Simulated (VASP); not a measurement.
Write the native input for VASP 6.6.1 that does the following.

| Quantity | Value |
| --- | --- |
| Task | single point |
| Functional | PBEsol |
| Potentials or basis | VASP PAW PBE potentials, release 64 (Ca_sv, Sc_sv, Br) |
| Cutoff | 520 eV |
| k mesh | 4 × 4 × 2 |
| Occupations | fermi-dirac, width 0.03 eV |
| Spin | no spin polarisation |
| Dipole correction | no |
| Further INCAR settings | ALGO = Normal; EDIFF = 1e-06; NBANDS = 37 |

The structure of CaScBr5 lies in POSCAR:

```
CaScBr5
1.0
    4.8946961262      0.0000000000      0.0000000000
    0.0000000000      4.8946961262      0.0000000000
    0.0000000000      0.0000000000      7.4188662580
Ca Sc Br
1 1 5
Direct
    0.0000000000      0.0000000000      0.5000000000
    0.5000000000      0.5000000000      0.0000000000
    0.0000000000      0.0000000000      0.0000000000
    0.5000000000      0.0000000000      0.7329438318
    0.0000000000      0.5000000000      0.7329438318
    0.5000000000      0.0000000000      0.2670561682
    0.0000000000      0.5000000000      0.2670561682
```

These files were run (other wordings do the same):

INCAR

```
PREC = Accurate
ENCUT = 520
EDIFF = 1E-6
ISMEAR = -1
SIGMA = 0.03
LREAL = F
LASPH = T
NELM = 80
ALGO = Normal
ISIF = 2
LWAVE = F
LCHARG = T
GGA = PS
LELF = T
LVHAR = T
NBANDS = 37
```

KPOINTS

```
Automatic mesh
0
Gamma
  4 4 2
```

Potentials or basis: VASP PAW PBE potentials, release 64 (Ca_sv, Sc_sv, Br).

Command:

```sh
$ cat potpaw_PBE.64/Ca_sv/POTCAR potpaw_PBE.64/Sc_sv/POTCAR potpaw_PBE.64/Br/POTCAR > POTCAR
$ mpirun -np 1 vasp_std > vasp.out
```

It gave:

- Pressure: 0.1 GPa
- Largest force: 0.012 eV/Å
- Band gap on the k mesh: 0.47 eV (least direct gap 0.71 eV)

Caveat: the k points lie up to 0.42 Å⁻¹ apart; semilocal functionals underestimate gaps, and a narrow one can read as zero; the PAW data sets were made with another functional, which shifts forces and pressure a little.

Run time: 52 s on 1 thread of Intel(R) Xeon(R) 6975P-C (Granite Rapids) (shared host), peak memory 0.29 GiB.
